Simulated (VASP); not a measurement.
**TiAl3: single point with PBE**

Crystal: TiAl3.

```
Ti Al
1.0
    -1.92267    1.92267    4.31140
     1.92267   -1.92267    4.31140
     1.92267    1.92267   -4.31140
Ti Al
1 3
Direct
  0.99717 0.99717 0.00000
  0.50522 0.50522 0.00000
  0.74990 0.24990 0.50000
  0.24990 0.74990 0.50000
```

This cell differs from its parent crystal: atoms displaced along a vibrational mode.

```
Program                : VASP 6.6.1
Task                   : single point
Functional             : PBE
Potentials or basis    : VASP PAW PBE potentials, release 64 (Ti_sv, Al)
Cutoff                 : 520 eV
k mesh                 : 18 × 18 × 18
Occupations            : gaussian, width 0.15 eV
Spin                   : no spin polarisation
Dipole correction      : no
Further INCAR settings : ALGO = Fast; EDIFF = 1e-06; NBANDS = 18
```

- Pressure: 0.0 GPa
- Largest force: 0.171 eV/Å
- Band gap on the k mesh: zero (an odd number of electrons rules out a gap without spin polarisation)

Forces on the atoms (eV/Å):
```
Ti   0.000  0.000  0.165
Al   0.000  0.000 -0.171
Al   0.000  0.000  0.003
Al   0.000  0.000  0.003
```

Stress tensor (GPa, compression positive):
```
 0.04  0.00  0.00
 0.00  0.04  0.00
 0.00  0.00 -0.05
```

Levels at points of the mesh, in eV from the Fermi level:
| k point | band 7 | band 8 | band 9 | band 10 | band 11 | band 12 | band 13 | band 14 | band 15 | band 16 |
| --- | --- | --- | --- | --- | --- | --- | --- | --- | --- | --- |
| (0.00, 0.00, 0.00) | -2.61 | -1.37 | -1.22 | -1.22 | 0.82 | 1.72 | 1.72 | 2.23 | 2.34 | 3.71 |
| (0.50, 0.00, 0.00) | -3.58 | -2.97 | -1.05 | -0.26 | 0.50 | 1.78 | 2.06 | 2.66 | 3.14 | 4.41 |
| (0.50, 0.50, 0.00) | -4.37 | -3.73 | -2.70 | -2.20 | -0.98 | 1.74 | 1.91 | 2.64 | 2.80 | 3.11 |
| (0.50, 0.50, 0.50) | -1.97 | -0.93 | -0.93 | -0.23 | 0.70 | 0.70 | 0.93 | 3.04 | 4.60 | 6.03 |

Wall time 30 min on 1 thread of Intel(R) Xeon(R) Platinum 8488C (Sapphire Rapids), on a shared host, peak memory 0.65 GiB.

Caveat: the cell differs from its parent crystal (atoms displaced along a vibrational mode).
